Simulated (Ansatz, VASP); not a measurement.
# Two plane-wave programs on Sb

File INCAR:

```
SYSTEM = Sb
ALGO = Normal
EDIFF = 1E-6
ENCUT = 520
GGA = PS
ISIF = 2
ISMEAR = 0
LASPH = .TRUE.
LCHARG = .TRUE.
LELF = .TRUE.
LREAL = .FALSE.
LVHAR = .TRUE.
LWAVE = .FALSE.
NBANDS = 12
NELM = 100
PREC = Accurate
SIGMA = 0.15
```

KPOINTS

```
k-points
0
G
  12 12 12
  0 0 0
```

The input POSCAR:

```
Sb
1.0
    2.1506003320      1.2416496806      3.6316800000
   -2.1506003320      1.2416496806      3.6316800000
    0.0000000000     -2.4832993611      3.6316800000
Sb
2
Direct
    0.2336400000      0.2336400000      0.2336400000
    0.7663600000      0.7663600000      0.7663600000
```

Input for Ansatz:

```yaml
crystal:
  lattice:
    - [2.150600332, 1.2416496806, 3.63168]
    - [-2.150600332, 1.2416496806, 3.63168]
    - [0.0, -2.4832993611, 3.63168]
  atoms:
    - { symbol: Sb, position: [0.23364, 0.23364, 0.23364] }
    - { symbol: Sb, position: [0.76636, 0.76636, 0.76636] }
basis:
  ecutwfc: 420
kpoints:
  mp_grid: { grid: [12, 12, 12] }
hamiltonian:
  xc: pbesol
scf:
  occupations: { method: gaussian, width: 0.15 }
output:
  forces: true
  stress: true
  eigenvalues: true
```

Change from the starting cell: strain +0.000 along x and y, -0.030 along z, atoms carried along.

Alike in both runs: task single point; functional PBEsol; k mesh 12 × 12 × 12; occupations gaussian, width 0.15 eV; no spin polarisation.

```csv
,VASP,Ansatz
version,VASP 6.6.1,Ansatz 0.2.0
potentials or method,"VASP PAW PBE potentials, release 64 (Sb), cutoff 520 eV","scalar-relativistic, plane waves, PAW"
valence electrons in the cell,10,30
```

```csv
,VASP,Ansatz,Ansatz less VASP
gap on the k mesh at the Fermi level (eV),none,none,-
pressure (GPa),2.3,2.1,-0.24
"traceless stress, the component that is largest in VASP (GPa)",0.19,0.27,+0.074
rms of the force components (eV/Å),0.241,0.207,-0.0349
```

VASP's potentials were made for PBE, not for PBEsol. Atom by atom the forces differ by 0.035 eV/Å (rms over components). A gap of «none» marks a metal or a gap that the smearing closes. VASP's potentials hold 10 valence electrons a cell and Ansatz's 30, so a difference there can come from the potentials and not from the codes.

Spin-orbit coupling is off throughout.
